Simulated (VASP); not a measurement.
A run of VASP 6.6.1 is set up as follows.

INCAR

```
SYSTEM = AlIn3Sb2
PREC = Accurate
ENCUT = 520
EDIFF = 1E-6
ISMEAR = 0
SIGMA = 0.1
LREAL = .FALSE.
LASPH = .TRUE.
NELM = 100
ALGO = Fast
ISIF = 2
LWAVE = .FALSE.
LCHARG = .TRUE.
GGA = PE
LELF = .TRUE.
LVHAR = .TRUE.
NBANDS = 35
```

File KPOINTS:

```
regular mesh
0
G
  6 6 6
  0 0 0
```

File POSCAR:

```
AlIn3Sb2
1.0
    5.2942744495      3.0566507786      2.7841988612
   -5.2942744495      3.0566507786      2.7841988612
    0.0000000000     -6.1133015572      2.7841988612
Al In Sb
1 3 2
Direct
    0.5000000000      0.5000000000      0.5000000000
    0.0000000000      0.5000000000      0.0000000000
    0.0000000000      0.0000000000      0.5000000000
    0.5000000000      0.0000000000      0.0000000000
    0.8064197978      0.8064197978      0.8064197978
    0.1935802022      0.1935802022      0.1935802022
```

Potentials or basis: VASP PAW PBE potentials, release 64 (Al, In_d, Sb).

Run with:

```console
$ cat potpaw_PBE.64/Al/POTCAR potpaw_PBE.64/In_d/POTCAR potpaw_PBE.64/Sb/POTCAR > POTCAR
$ mpirun -np 1 vasp_std > vasp.out
```

Problem. Predict the largest force.

Solution. 0.043 eV/Å.

Problem. Predict the pressure.

Solution. 0.0 GPa.

Forces in eV/Å, atoms in the order of the input:
```
Al   0.000  0.000  0.000
In   0.000  0.000  0.000
In   0.000  0.000  0.000
In   0.000  0.000  0.000
Sb   0.000  0.000  0.043
Sb   0.000  0.000 -0.043
```
